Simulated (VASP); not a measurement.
AlInAsP3:

```
CELL_PARAMETERS angstrom
6.19860 0.00000 0.00000
-3.09930 5.36815 0.00000
0.00000 0.00000 3.86585
ATOMIC_POSITIONS crystal
Al 0.00000 0.00000 0.00000
In 0.33333 0.66667 0.00000
P 0.01297 0.50648 0.50000
P 0.49352 0.50648 0.50000
P 0.49352 0.98703 0.50000
As 0.66667 0.33333 0.00000
```

The cell was generated, and may not be a known phase.

```yaml
Program: VASP 6.6.1
Task: relaxation of cell and atoms
Functional: PBE
Potentials_or_basis: VASP PAW PBE potentials, release 64 (Al, In_d, P, As)
Cutoff: 500 eV
k_mesh: 3 × 3 × 4
Occupations: gaussian, width 0.1 eV
Spin: no spin polarisation
```

At the start: pressure 2.5 GPa; volume 21.44 Å³/atom.

Where does the relaxation end?

Over 9 steps the energy falls by 77.5 meV/atom and the volume is 22.55 Å³/atom (+5.2 %); space group P-6m2 (No. 187, to 0.1 Å) before and after.

The path:
```csv
step,energy change (eV),largest force (eV/Å),pressure (GPa),volume (Å³)
1,0.0000,0.9898,2.47,128.64
2,-0.1799,0.5965,-0.49,134.87
3,-0.2164,0.3777,-2.18,139.15
4,-0.3681,0.2738,-1.71,137.84
5,-0.4554,0.1238,-0.40,136.07
6,-0.4556,0.1511,-0.31,135.97
7,-0.4614,0.0796,0.05,135.14
8,-0.4627,0.0247,0.31,134.56
9,-0.4649,0.0146,0.05,135.29
```

Final structure:
```xyz
6
Lattice="6.5699 0.0000 0.0000 -3.2850 5.6897 0.0000 0.0000 0.0000 3.6193" Properties=species:S:1:pos:R:3 pbc="T T T"
Al    6.5699    0.0000    3.6193
In    0.0000    3.7931    3.6193
P     4.8482    2.7991    1.8096
P     1.7217    2.7991    1.8096
P     3.2850    0.0915    1.8096
As    3.2850    1.8966    3.6193
```

Caveat: the k points lie up to 0.43 Å⁻¹ apart in the final cell, too coarse for converged energies and pressures of a metal.
